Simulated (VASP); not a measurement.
# Bi (I4/mmm) in VASP: single point with PBE+D3(BJ)

Aim: the single point of Bi with PBE+D3(BJ).

Program: VASP 6.6.1. These are calculated values, not measurements. Logs are shortened: lines on timing, memory, paths and dates and some standing lists are left out, and cuts for length are marked.

## 1. The cell of the first run

Symmetry: I4/mmm, No. 139, tetragonal system. The conventional cell has a = 3.520 Å, b = 3.520 Å, c = 5.115 Å, α = 90.00°, β = 90.00°, γ = 90.00°. Bi (site symmetry 4/mmm) has 12 Bi at 3.52 to 3.57 Å within 4.6 Å.

## 2. Single point, PBE+D3(BJ) (31.70 Å³/atom)

The input, INCAR:

```
PREC = Accurate ; ENCUT = 520
EDIFF = 1E-6 ; ISMEAR = 0
SIGMA = 0.15 ; LREAL = False
LASPH = True ; NELM = 80
ALGO = Fast ; ISIF = 2
LWAVE = False ; LCHARG = False
GGA = PE ; IVDW = 12
NBANDS = 14
```

The input, KPOINTS:

```
Automatic mesh
0
Gamma
  18 18 18
```

The input, POSCAR:

```
Bi
1.0
   -1.7602458081      1.7602458081      2.5576371591
    1.7602458081     -1.7602458081      2.5576371591
    1.7602458081      1.7602458081     -2.5576371591
Bi
1
Direct
    0.0000000000      0.0000000000      0.0000000000
```

Potentials or basis: VASP PAW PBE potentials, release 64 (Bi_d).

The run is started by

```bash
cat potpaw_PBE.64/Bi_d/POTCAR > POTCAR
mpirun -np 1 vasp_std > vasp.out
```

OUTCAR:

```text
PREC = Accurate
   ENCUT = 520
   EDIFF = 1E-6
   ISMEAR = 0
   LREAL = False
   LASPH = True
   NELM = 80
   ISIF = 2
   GGA = PE
   IVDW = 12
 IVDW          = 12

 ion  position               nearest neighbor table
   1  0.000  0.000  0.000-

  LATTYP: Found a body centered tetragonal cell.
 ALAT       =     3.5204916162
 C/A-ratio  =     1.4530000000

  Lattice vectors:

 A1 = (  -1.7602458081,   1.7602458081,   2.5576371591)
 A2 = (   1.7602458081,  -1.7602458081,   2.5576371591)
 A3 = (   1.7602458081,   1.7602458081,  -2.5576371591)

Analysis of symmetry for initial positions (statically):
=====================================================================
 Subroutine PRICEL returns:
 Original cell was already a primitive cell.

 Routine SETGRP: Setting up the symmetry group for a
 body centered tetragonal supercell.

 Subroutine GETGRP returns: Found 16 space group operations
 (whereof 16 operations were pure point group operations)
 out of a pool of 16 trial point group operations.

The static configuration has the point symmetry D_4h.

Analysis of symmetry for dynamics (positions and initial velocities):
=====================================================================
 Subroutine PRICEL returns:
 Original cell was already a primitive cell.

 Routine SETGRP: Setting up the symmetry group for a
 body centered tetragonal supercell.

 Subroutine GETGRP returns: Found 16 space group operations
 (whereof 16 operations were pure point group operations)
 out of a pool of 16 trial point group operations.

The dynamic configuration has the point symmetry D_4h.

 Subroutine INISYM returns: Found 16 space group operations
 (whereof 16 operations are pure point group operations),
 and found     1 'primitive' translations

----------------------------------------------------------------------------------------

                                     Primitive cell

  volume of cell :      31.6990

  direct lattice vectors                    reciprocal lattice vectors
    -1.760245808  1.760245808  2.557637159     0.000000000  0.284051237  0.195492937
     1.760245808 -1.760245808  2.557637159     0.284051237  0.000000000  0.195492937
     1.760245808  1.760245808 -2.557637159     0.284051237  0.284051237  0.000000000

  length of vectors
     3.569094906  3.569094906  3.569094906     0.344822554  0.344822554  0.401709112

  position of ions in fractional coordinates (direct lattice)
     0.000000000  0.000000000  0.000000000

  ion indices of the primitive-cell ions
[... 83 lines left out ...]
   TEBEG  =    0.0;   TEEND  =   0.0 temperature during run
   PSTRESS=    0.0 pullay stress
   NELECT =      15.0000    total number of electrons
   NUPDOWN=      -1.0000    fix difference up-down
   EMIN   =  10.00;   EMAX   =-10.00  energy-range for DOS
   EFERMI =   0.00;   METHOD = LEGACY
   ISMEAR =     0;   SIGMA  =   0.15  broadening in eV -4-tet -1-fermi 0-gaus
   EFERMI_NEDOS =   21; number of points for ismear=-14 and -15
   IALGO  =     68    algorithm
   IMIX   =      4    mixing-type and parameters
     AMIX     =   0.40;   BMIX     =  1.00
     AMIX_MAG =   1.60;   BMIX_MAG =  1.00
  volume/ion in A,a.u.               =      31.70       213.92
  Fermi-wavevector in a.u.,A,eV,Ry     =   1.275724  2.410769 22.143098  1.627472
  Thomas-Fermi vector in A             =   2.408420
   LORBIT       =      0    0 simple, 1 ext, 2 COOP (PROOUT), +10 PAW based schemes
   GGA     = PE    functional components
   LHFCALC =     F    Hartree Fock is set to
   AEXX    =    0.0000 exact exchange contribution
   IVDW    =    12    specifies the selected vdW correction
   LEPSILON=     F    determine dielectric tensor
   LRPA    =     F    only Hartree local field effects (RPA)
 non-spin polarized calculation
 RMM-DIIS sequential band-by-band and
 Gauss-broadening in eV      SIGMA  =   0.15
  energy-cutoff  :      520.00
  volume of cell :       31.70
 maximum number of plane-waves:       889
   NGX = 13   NGY = 13   NGZ = 13

 number of electron      14.9999999 magnetization

 Free energy of the ion-electron system (eV)
  ---------------------------------------------------
  ext. energy  EPLUGINS =         0.00000000
  ---------------------------------------------------
  free energy    TOTEN  =        -3.70627725 eV

  energy without entropy =       -3.69671108  energy(sigma->0) =       -3.70149417

 E-fermi :   7.8041     XC(G=0): -10.2087

 val. band max:        7.8034942482   @ k =   0.2778   0.2222   0.1667
 cond. band min:       7.8108369301   @ k =  -0.4444   0.4444   0.0556
 fundamental gap:      0.0073426819
 Fermi energy:         7.8040601273

 k-point     1 :       0.0000    0.0000    0.0000
  band No.  band energies     occupation
      1     -15.3269      2.00000
      2     -15.3139      2.00000
      3     -15.3139      2.00000
      4     -15.2636      2.00000
      5     -15.2421      2.00000
      6      -5.7081      2.00000
      7      12.5940      0.00000
      8      12.5940      0.00000
      9      12.5950      0.00000
     10      16.4056      0.00000
     11      16.8558      0.00000
     12      18.4140      0.00000
     13      18.5258      0.00000
     14      18.5258      0.00000
[... 377 lines left out ...]
      1     -15.3163      2.00000
      2     -15.3030      2.00000
      3     -15.2929      2.00000
      4     -15.2500      2.00000
      5     -15.2362      2.00000
      6      -4.9715      2.00000
      7       7.9095      0.32036
      8      11.3985      0.00000
      9      11.9265      0.00000
     10      15.6752      0.00000
     11      18.0072      0.00000
     12      18.5956      0.00000
     13      19.1058      0.00000
     14      19.8588      0.00000

 [... further k-points ...]

------------------------ aborting loop because EDIFF is reached ----------------------------------------

 Edisp (eV)   -0.49722

 E8    (eV) :    -0.2445

  FORCE on cell =-STRESS in cart. coord.  units (eV):
  Direction    XX          YY          ZZ          XY          YZ          ZX
  --------------------------------------------------------------------------------------
  -------------------------------------------------------------------------------------
  Total      -0.50864    -0.50864    -0.44455     0.00000     0.00000     0.00000
  in kB     -25.70819   -25.70819   -22.46919     0.00000     0.00000     0.00000
  external pressure =      -24.63 kB  Pullay stress =        0.00 kB

 VOLUME and BASIS-vectors are now :
 -----------------------------------------------------------------------------
  energy-cutoff  :      520.00
  volume of cell :       31.70
      direct lattice vectors                 reciprocal lattice vectors
    -1.760245808  1.760245808  2.557637159     0.000000000  0.284051237  0.195492937
     1.760245808 -1.760245808  2.557637159     0.284051237  0.000000000  0.195492937
     1.760245808  1.760245808 -2.557637159     0.284051237  0.284051237  0.000000000

 POSITION                                       TOTAL-FORCE (eV/Angst)
 -----------------------------------------------------------------------------------
      0.00000      0.00000      0.00000        -0.000000      0.000000     -0.000000
 -----------------------------------------------------------------------------------
    total drift:                                0.000000     -0.000000      0.000000

  FREE ENERGIE OF THE ION-ELECTRON SYSTEM (eV)
  ---------------------------------------------------
  free  energy   TOTEN  =        -4.2035005000 eV

  energy  without entropy=       -4.1939343279  energy(sigma->0) =       -4.19871741
```

Wall time 1.9 min (1 thread of AMD EPYC 9R45 (Zen 5), shared host); peak memory 0.29 GiB.

Results:

```yaml
Free_energy: -4.2035 eV
Pressure: -2.5 GPa
Band_gap_on_the_k_mesh: zero (an odd number of electrons rules out a gap without spin polarisation)
Dispersion_energy_per_atom: -0.497 eV
```

Caveat: spin-orbit coupling is left out, which moves the levels of the heavy elements.
